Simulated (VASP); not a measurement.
**Al2O: single point with r2SCAN+D3(BJ)**

The system is Al2O.

```
CELL_PARAMETERS angstrom
0.00000 2.84571 2.84571
2.84571 0.00000 2.84571
2.84571 2.84571 0.00000
ATOMIC_POSITIONS crystal
Al 0.25000 0.25000 0.25000
Al 0.75000 0.75000 0.75000
O 0.00000 0.00000 0.00000
```

* Program: VASP 6.6.1
* Task: single point
* Functional: r2SCAN
* Dispersion: D3(BJ)
* Potentials or basis: VASP PAW PBE potentials, release 64 (Al, O)
* Cutoff: 660 eV
* k mesh: 8 × 8 × 8
* Occupations: fermi-dirac, width 0.15 eV
* Spin: no spin polarisation

```json
{
 "Pressure": "-2.9 GPa",
 "Band gap on the k mesh": "zero (bands 6 and 7 overlap by 1.84 eV)",
 "Dispersion energy per atom": "-0.102 eV"
}
```

Levels at points of the mesh, in eV from the Fermi level:
| k point | band 4 | band 5 | band 6 | band 7 | band 8 | band 9 |
| --- | --- | --- | --- | --- | --- | --- |
| (0.00, 0.00, 0.00) | -4.80 | -4.80 | 1.68 | 1.68 | 1.68 | 5.14 |
| (0.50, 0.00, 0.00) | -5.15 | -4.31 | -0.14 | 1.86 | 1.86 | 4.87 |
| (0.50, 0.50, 0.00) | -5.89 | -2.91 | -1.50 | 0.41 | 2.65 | 2.65 |

Wall time 4.4 min on 1 thread of AMD EPYC 7571, on a shared host, peak memory 0.19 GiB.

Caveat: three body term missing; the PAW data sets were made with another functional, which shifts forces and pressure a little.
